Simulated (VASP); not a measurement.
# TiO2 (P4_2/mnm) in VASP: vibrations by perturbation theory with PBE

Aim: the vibrations by perturbation theory of TiO2 with PBE.

Everything below comes from runs of VASP 6.6.1. Logs are shortened: lines on timing, memory, paths and dates and some standing lists are left out, and cuts for length are marked.

### 1 The cell of the first run

The structure is tetragonal, space group P4_2/mnm (No. 136). Conventional cell: a = 4.592 Å, b = 4.592 Å, c = 2.957 Å, α = 90.00°, β = 90.00°, γ = 90.00°. Ti (site symmetry mmm) has 6 O at 1.95 to 1.98 Å within 2.6 Å. O (site symmetry m2m) has 3 Ti at 1.95 to 1.98 Å and 1 O at 2.53 Å within 2.6 Å.

### 2 Vibrations by perturbation theory, PBE

File INCAR:

```
SYSTEM = TiO2
ALGO     = Normal         ! electronic algorithm
EDIFF    = 1E-8           ! SCF threshold, eV
ENCUT    = 520            ! plane-wave cutoff, eV
GGA      = PE             ! functional
IBRION   = 8              ! ionic algorithm
ISIF     = 2              ! what is computed and relaxed
ISMEAR   = 0              ! smearing method
LASPH    = .TRUE.         ! aspherical terms in the spheres
LCHARG   = .FALSE.        ! write CHGCAR
LREAL    = .FALSE.        ! projectors in reciprocal space
LWAVE    = .FALSE.        ! write WAVECAR
NELM     = 60             ! most SCF steps
NSW      = 1              ! ionic steps
PREC     = Accurate       ! precision mode
SIGMA    = 0.01           ! smearing width, eV
```

File KPOINTS:

```
k-points
0
G
  4 4 6
  0 0 0
```

File POSCAR:

```
TiO2
1.0
    4.5922000000      0.0000000000      0.0000000000
    0.0000000000      4.5922000000      0.0000000000
    0.0000000000      0.0000000000      2.9574000000
Ti O
2 4
Direct
    0.0000000000      0.0000000000      0.0000000000
    0.5000000000      0.5000000000      0.5000000000
    0.3049600000      0.3049600000      0.0000000000
    0.1950400000      0.8049600000      0.5000000000
    0.6950400000      0.6950400000      0.0000000000
    0.8049600000      0.1950400000      0.5000000000
```

Potentials or basis: VASP PAW PBE potentials, release 64 (Ti_sv, O).

Started as:

```console
$ cat potpaw_PBE.64/Ti_sv/POTCAR potpaw_PBE.64/O/POTCAR > POTCAR
$ mpirun -np 1 vasp_std > vasp.out
```

OUTCAR:

```text
SYSTEM = TiO2
   EDIFF = 1E-8
   ENCUT = 520
   GGA = PE
   IBRION = 8
   ISIF = 2
   ISMEAR = 0
   LASPH = .TRUE.
   LREAL = .FALSE.
   NELM = 60
   NSW = 1
   PREC = Accurate

 ion  position               nearest neighbor table
   1  0.000  0.000  0.000-   4 1.95   6 1.95   4 1.95   6 1.95   5 1.98   3 1.98
   2  0.500  0.500  0.500-   3 1.95   5 1.95   3 1.95   5 1.95   4 1.98   6 1.98
   3  0.305  0.305  0.000-   2 1.95   2 1.95   1 1.98
   4  0.195  0.805  0.500-   1 1.95   1 1.95   2 1.98
   5  0.695  0.695  0.000-   2 1.95   2 1.95   1 1.98
   6  0.805  0.195  0.500-   1 1.95   1 1.95   2 1.98

  LATTYP: Found a simple tetragonal cell.
 ALAT       =     4.5922000000
 C/A-ratio  =     0.6440050520

  Lattice vectors:

 A1 = (   4.5922000000,   0.0000000000,   0.0000000000)
 A2 = (   0.0000000000,   4.5922000000,   0.0000000000)
 A3 = (   0.0000000000,   0.0000000000,   2.9574000000)

Analysis of symmetry for initial positions (statically):
=====================================================================
 Subroutine PRICEL returns:
 Original cell was already a primitive cell.

 Routine SETGRP: Setting up the symmetry group for a
 simple tetragonal supercell.

 Subroutine GETGRP returns: Found 16 space group operations
 (whereof  8 operations were pure point group operations)
 out of a pool of 16 trial point group operations.

The static configuration has the point symmetry D_2h.
 The point group associated with its full space group is D_4h.

Analysis of symmetry for dynamics (positions and initial velocities):
=====================================================================
 Subroutine PRICEL returns:
 Original cell was already a primitive cell.

 Routine SETGRP: Setting up the symmetry group for a
 simple tetragonal supercell.

 Subroutine GETGRP returns: Found 16 space group operations
 (whereof  8 operations were pure point group operations)
 out of a pool of 16 trial point group operations.

The dynamic configuration has the point symmetry D_2h.
 The point group associated with its full space group is D_4h.

 Subroutine INISYM returns: Found 16 space group operations
 (whereof  8 operations are pure point group operations),
 and found     1 'primitive' translations

----------------------------------------------------------------------------------------

                                     Primitive cell
[... 915 lines left out ...]
     4.592200000  0.000000000  0.000000000     0.217760550  0.000000000  0.000000000
     0.000000000  4.592200000  0.000000000     0.000000000  0.217760550  0.000000000
     0.000000000  0.000000000  2.957400000     0.000000000  0.000000000  0.338134848

 POSITION                                       TOTAL-FORCE (eV/Angst)
 -----------------------------------------------------------------------------------
      0.00000      0.00000      0.00000         0.000000      0.000000     -0.000000
      2.29610      2.29610      1.47870         0.000000      0.000000     -0.000000
      1.40044      1.40044      0.00000        -0.088794     -0.088794      0.000000
      0.89566      3.69654      1.47870         0.088794     -0.088794      0.000000
      3.19176      3.19176      0.00000         0.088794      0.088794     -0.000000
      3.69654      0.89566      1.47870        -0.088794      0.088794     -0.000000
 -----------------------------------------------------------------------------------
    total drift:                                0.000000      0.000000     -0.000000

  FREE ENERGIE OF THE ION-ELECTRON SYSTEM (eV)
  ---------------------------------------------------
  free  energy   TOTEN  =       -53.6411908285 eV

  energy  without entropy=      -53.6411908285  energy(sigma->0) =      -53.64119083

[... ionic steps 2 to 9 ...]

--------------------------------------- Ionic step       10  -------------------------------------------

------------------------ aborting loop because EDIFF is reached ----------------------------------------

[... ionic steps 11 to 11 ...]

--------------------------------------- Ionic step       12  -------------------------------------------

 Free energy of the ion-electron system (eV)
  ---------------------------------------------------
  ---------------------------------------------------
  free energy    TOTEN  =        -0.36535753 eV

  energy without entropy =       -0.36535753

------------------------ aborting loop because EDIFF is reached ----------------------------------------

 INTERNAL STRAIN TENSOR  FOR ION    3  DIRECTION 3   (eV/Angst):
 -----------------------------------------------------------------------------
    -0.00398  0.00082  5.07570
     0.00082 -0.00398  5.07570
     6.04898  6.04898  0.01465

 INTERNAL STRAIN TENSOR FOR ION    6 for displacements in x,y,z  (eV/Angst):
          X           Y           Z          XY          YZ          ZX
  --------------------------------------------------------------------------------
  x     4.22904     1.97028     4.43074     1.09658     0.00000     0.00000
  y    -1.97028    -4.22904    -4.43074    -1.07859     0.00000     0.00000
  z     0.00000     0.00000     0.00000     0.00000    -6.04898     5.07570

 SECOND DERIVATIVES (NOT SYMMETRIZED)
 ------------------------------------
               1X          1Y          1Z          2X          2Y          2Z          3X          3Y          3Z          4X          4Y          4Z          5X          5Y          5Z          6X          6Y          6Z
  1X   -16.166744    4.940054    0.000000   14.632237   -0.008928    0.000000   -1.163038   -0.780069    0.000000    1.930292   -1.685494    0.000000   -1.163038   -0.780069    0.000000    1.930292   -1.685494    0.000000
  1Y     4.940054  -16.166744    0.000000   -0.008928   14.632237    0.000000   -0.780069   -1.163038    0.000000   -1.685494    1.930292    0.000000   -0.780069   -1.163038    0.000000   -1.685494    1.930292    0.000000
  1Z     0.000000    0.000000   -0.928545    0.000000    0.000000    0.395171    0.000000    0.000000   -0.211457    0.000000    0.000000    0.478144    0.000000    0.000000   -0.211457    0.000000    0.000000    0.478144
  2X    14.632237    0.008928    0.000000  -16.166744   -4.940054    0.000000    1.930292    1.685494    0.000000   -1.163038    0.780069    0.000000    1.930292    1.685494    0.000000   -1.163038    0.780069    0.000000
  2Y     0.008928   14.632237    0.000000   -4.940054  -16.166744    0.000000    1.685494    1.930292    0.000000    0.780069   -1.163038    0.000000    1.685494    1.930292    0.000000    0.780069   -1.163038    0.000000
  2Z     0.000000    0.000000    0.395171    0.000000    0.000000   -0.928545    0.000000    0.000000    0.478144    0.000000    0.000000   -0.211457    0.000000    0.000000    0.478144    0.000000    0.000000   -0.211457
  3X    -1.152090   -0.775945    0.000000    1.910414    1.716802    0.000000  -11.679053   -6.419122    0.000000   -0.742423    0.895720    0.000000    5.898213    5.490672    0.000000    5.764939   -0.908127    0.000000
  3Y    -0.775945   -1.152090    0.000000    1.716802    1.910414    0.000000   -6.419122  -11.679053    0.000000   -0.908127    5.764939    0.000000    5.490672    5.898213    0.000000    0.895720   -0.742423    0.000000
  3Z     0.000000    0.000000   -0.212642    0.000000    0.000000    0.484545    0.000000    0.000000   -8.270944    0.000000    0.000000    2.105956    0.000000    0.000000    3.787129    0.000000    0.000000    2.105956
  4X     1.910414   -1.716802    0.000000   -1.152090    0.775945    0.000000   -0.742423   -0.895720    0.000000  -11.679053    6.419122    0.000000    5.764939    0.908127    0.000000    5.898213   -5.490672    0.000000
  4Y    -1.716802    1.910414    0.000000    0.775945   -1.152090    0.000000    0.908127    5.764939    0.000000    6.419122  -11.679053    0.000000   -0.895720   -0.742423    0.000000   -5.490672    5.898213    0.000000
  4Z     0.000000    0.000000    0.484545    0.000000    0.000000   -0.212642    0.000000    0.000000    2.105956    0.000000    0.000000   -8.270944    0.000000    0.000000    2.105956    0.000000    0.000000    3.787129
  5X    -1.152090   -0.775945    0.000000    1.910414    1.716802    0.000000    5.898213    5.490672    0.000000    5.764939   -0.908127    0.000000  -11.679053   -6.419122    0.000000   -0.742423    0.895720    0.000000
  5Y    -0.775945   -1.152090    0.000000    1.716802    1.910414    0.000000    5.490672    5.898213    0.000000    0.895720   -0.742423    0.000000   -6.419122  -11.679053    0.000000   -0.908127    5.764939    0.000000
  5Z     0.000000    0.000000   -0.212642    0.000000    0.000000    0.484545    0.000000    0.000000    3.787129    0.000000    0.000000    2.105956    0.000000    0.000000   -8.270944    0.000000    0.000000    2.105956
  6X     1.910414   -1.716802    0.000000   -1.152090    0.775945    0.000000    5.764939    0.908127    0.000000    5.898213   -5.490672    0.000000   -0.742423   -0.895720    0.000000  -11.679053    6.419122    0.000000
  6Y    -1.716802    1.910414    0.000000    0.775945   -1.152090    0.000000   -0.895720   -0.742423    0.000000   -5.490672    5.898213    0.000000    0.908127    5.764939    0.000000    6.419122  -11.679053    0.000000
  6Z     0.000000    0.000000    0.484545    0.000000    0.000000   -0.212642    0.000000    0.000000    2.105956    0.000000    0.000000    3.787129    0.000000    0.000000    2.105956    0.000000    0.000000   -8.270944

 Eigenvectors and eigenvalues of the dynamical matrix
 ----------------------------------------------------

   1 f  =   24.028501 THz   150.975526 2PiTHz  801.504526 cm-1    99.373851 meV
             X         Y         Z           dx          dy          dz
      0.000000  0.000000  0.000000    -0.000000    0.000000    0.000000
      2.296100  2.296100  1.478700    -0.000000   -0.000000   -0.000000
      1.400437  1.400437  0.000000    -0.353553   -0.353553   -0.000000
      0.895663  3.696537  1.478700    -0.353553    0.353553   -0.000000
      3.191763  3.191763  0.000000     0.353553    0.353553    0.000000
      3.696537  0.895663  1.478700     0.353553   -0.353553   -0.000000
[... 145 lines left out ...]
  18 f/i=    0.026355 THz     0.165593 2PiTHz    0.879109 cm-1     0.108996 meV
             X         Y         Z           dx          dy          dz
      0.000000  0.000000  0.000000     0.543567   -0.001054    0.000000
      2.296100  2.296100  1.478700     0.543571    0.002452    0.000000
      1.400437  1.400437  0.000000     0.319787    0.000067    0.000000
      0.895663  3.696537  1.478700     0.319788    0.000755    0.000000
      3.191763  3.191763  0.000000     0.319787    0.000067    0.000000
      3.696537  0.895663  1.478700     0.319788    0.000755    0.000000

--------------------------------------------------------------------------------------------------------

 ELASTIC MODULI CONTR FROM IONIC RELAXATION (kBar)
 Direction    XX          YY          ZZ          XY          YZ          ZX
 --------------------------------------------------------------------------------
 XX        -365.1857    178.6914   -133.2901     -0.0000     -0.0000     -0.0000
 YY         178.6914   -365.1857   -133.2901      0.0000      0.0000      0.0000
 ZZ        -133.2901   -133.2901   -190.5287      0.0000      0.0000      0.0000
 XY          -0.0000      0.0000      0.0000     -6.4330      0.0000      0.0000
 YZ          -0.0000      0.0000      0.0000      0.0000   -311.8214      0.0000
 ZX          -0.0000      0.0000      0.0000      0.0000      0.0000   -219.5500
 --------------------------------------------------------------------------------
```

Run time: 6.7 min. Hardware: 1 thread of Intel Xeon 6975P-C (Granite Rapids), shared host; peak memory 0.37 GiB.

What came out:

- Highest phonon frequency at Γ, LO-TO splitting left out: 802 cm⁻¹

Phonon frequencies in cm⁻¹ (negative: imaginary):
```csv
q point,frequencies
"(0.000, 0.000, 0.000)",-1 -1 0 83 87 96 96 128 373 373 385 420 453 453 482 482 600 802
```

Caveat: the cell stands under pressure or tension, which shifts response properties.
